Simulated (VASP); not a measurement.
Si3C:

```
CELL_PARAMETERS angstrom
2.78939 0.00000 0.00000
0.00000 2.78939 0.00000
0.00000 0.00000 5.97483
ATOMIC_POSITIONS crystal
Si 0.00000 0.00000 0.69683
Si 0.50000 0.50000 0.00000
Si 0.00000 0.00000 0.30317
C 0.50000 0.50000 0.50000
```

| Quantity | Value |
| --- | --- |
| Program | VASP 6.6.1 |
| Task | relaxation of cell and atoms |
| Functional | PBE |
| Potentials or basis | VASP PAW PBE potentials, release 64 (Si, C) |
| Cutoff | 600 eV |
| k mesh | 16 × 16 × 8 |
| Occupations | gaussian, width 0.1 eV |
| Spin | no spin polarisation |

At the start: pressure -0.6 GPa; volume 11.62 Å³/atom.

**Question.** How do energy, volume and symmetry change on relaxing?

**Answer.** Over 6 steps the energy falls by 7.2 meV/atom and the volume is 11.61 Å³/atom (-0.1 %); space group P4/mmm (No. 123, to 0.1 Å) before and after.

The path:
| step | energy change (eV) | largest force (eV/Å) | pressure (GPa) | volume (Å³) |
| --- | --- | --- | --- | --- |
| 1 | 0.0000 | 0.0879 | -0.64 | 46.49 |
| 2 | -0.0174 | 0.1617 | 0.19 | 46.17 |
| 3 | -0.0211 | 0.2976 | 1.20 | 45.80 |
| 4 | -0.0218 | 0.2535 | 0.90 | 45.92 |
| 5 | -0.0284 | 0.0640 | 0.28 | 46.30 |
| 6 | -0.0289 | 0.0033 | 0.11 | 46.42 |

Final structure:
```xyz
4
Lattice="2.7453 0.0000 0.0000 0.0000 2.7453 0.0000 0.0000 0.0000 6.1598" Properties=species:S:1:pos:R:3 pbc="T T T"
Si    0.0000    0.0000    4.2636
Si    1.3726    1.3726    0.0000
Si    2.7453    0.0000    1.8962
C     1.3726    1.3726    3.0799
```

Caveat: the highest band is partly filled, so the run has too few bands.
